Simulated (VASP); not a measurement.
Wanted: the native input for a VASP 6.6.1 run.

| Property | Result |
| --- | --- |
| Task | single point |
| Functional | r2SCAN |
| Potentials or basis | VASP PAW PBE potentials, release 64 (Pt_sv_GW) |
| Cutoff | 550 eV |
| k mesh | 5 × 5 × 3 |
| Occupations | fermi-dirac, width 0.1 eV |
| Spin | no spin polarisation |
| Dipole correction | no |
| Second run | valence_matched |
| Further INCAR settings | ALGO = Normal; EDIFF = 1e-06; NBANDS = 25 |

The system is Pt.

```xyz
2
Lattice="2.7607 0.0000 0.0000 -1.3803 2.3908 0.0000 0.0000 0.0000 4.7921" Properties=species:S:1:pos:R:3 pbc="T T T"
Pt    1.3803    0.7969    3.5941
Pt    0.0000    1.5939    1.1980
```

The input as run:

POSCAR

```
Pt
1.0
    2.7606656200      0.0000000000      0.0000000000
   -1.3803328100      2.3908065500      0.0000000000
    0.0000000000      0.0000000000      4.7921340000
Pt
2
Direct
    0.6666666689      0.3333333305      0.7500000000
    0.3333333311      0.6666666695      0.2500000000
```

INCAR.step1

```
SYSTEM = Pt
ALGO = Normal
EDIFF = 1E-5
ENCUT = 550
GGA = PE
GGA_COMPAT = .FALSE.
ISMEAR = -1
LASPH = .TRUE.
LCHARG = .FALSE.
LREAL = .FALSE.
LWAVE = .TRUE.
NBANDS = 25
NELM = 120
PREC = Accurate
SIGMA = 0.1
```

INCAR.step2

```
SYSTEM = Pt
ALGO = Normal
EDIFF = 1E-6
ENCUT = 550
GGA_COMPAT = .FALSE.
ISIF = 2
ISMEAR = -1
ISTART = 1
LASPH = .TRUE.
LCHARG = .FALSE.
LMIXTAU = .TRUE.
LREAL = .FALSE.
LWAVE = .FALSE.
METAGGA = R2SCAN
NBANDS = 25
NELM = 120
PREC = Accurate
SIGMA = 0.1
```

KPOINTS

```
k-points
0
G
  5 5 3
  0 0 0
```

Potentials or basis: VASP PAW PBE potentials, release 64 (Pt_sv_GW).

Command:

```bash
$ cat potpaw_PBE.64/Pt_sv_GW/POTCAR > POTCAR
$ cp INCAR.step1 INCAR
$ mpirun -np 1 vasp_std > vasp.out
$ cp INCAR.step2 INCAR
$ mpirun -np 1 vasp_std > vasp.out
```

It gave:

| Property | Result |
| --- | --- |
| Pressure | -6.7 GPa |
| Band gap on the k mesh | zero (band 18 reaches 9.65 eV, above the bottom of band 19 at 9.04 eV) |

Caveat: the k points lie up to 0.53 Å⁻¹ apart; the PAW data sets were made with another functional, which shifts forces and pressure a little; spin-orbit coupling is left out, which moves the levels of the heavy elements.

Wall time 29 s on 1 thread of Intel(R) Xeon(R) 6975P-C (Granite Rapids), on a shared host, peak memory 0.17 GiB.
